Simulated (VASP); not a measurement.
## CdF2: single point with r2SCAN

Crystal: CdF2.

```
Cd F
1.0
     0.00000    2.72781    2.72781
     2.72781    0.00000    2.72781
     2.72781    2.72781    0.00000
Cd F
1 2
Direct
  0.00000 0.00000 0.00000
  0.25000 0.25000 0.25000
  0.75000 0.75000 0.75000
```

```
Program             : VASP 6.6.1
Task                : single point
Functional          : r2SCAN
Potentials or basis : VASP PAW PBE potentials, release 64 (Cd, F)
Cutoff              : 520 eV
k mesh              : 8 × 8 × 8
Occupations         : fermi-dirac, width 0.053 eV
Spin                : no spin polarisation
```

* Pressure: -3.1 GPa
* Band gap on the k mesh: 3.61 eV (least direct gap 4.17 eV)

Levels at points of the mesh, in eV from the valence-band top:
```tsv
k point	band 10	band 11	band 12	band 13	band 14	band 15	band 16	band 17
(0.00, 0.00, 0.00)	-0.90	-0.55	-0.55	-0.55	3.61	13.42	13.42	13.42
(0.50, 0.00, 0.00)	-1.71	-1.71	-0.43	-0.43	7.69	9.57	15.25	15.25
(0.50, 0.50, 0.00)	-2.78	-0.44	-0.09	-0.09	8.55	10.33	12.09	14.95
```

It took 2.9 min on 1 thread of Intel Xeon 8259CL (shared host), peak memory 0.18 GiB.

Caveat: the cell stands under tension; the PAW data sets were made with another functional, which shifts forces and pressure a little. r2SCAN opens gaps a little over a GGA but as a rule still falls short of measured ones.
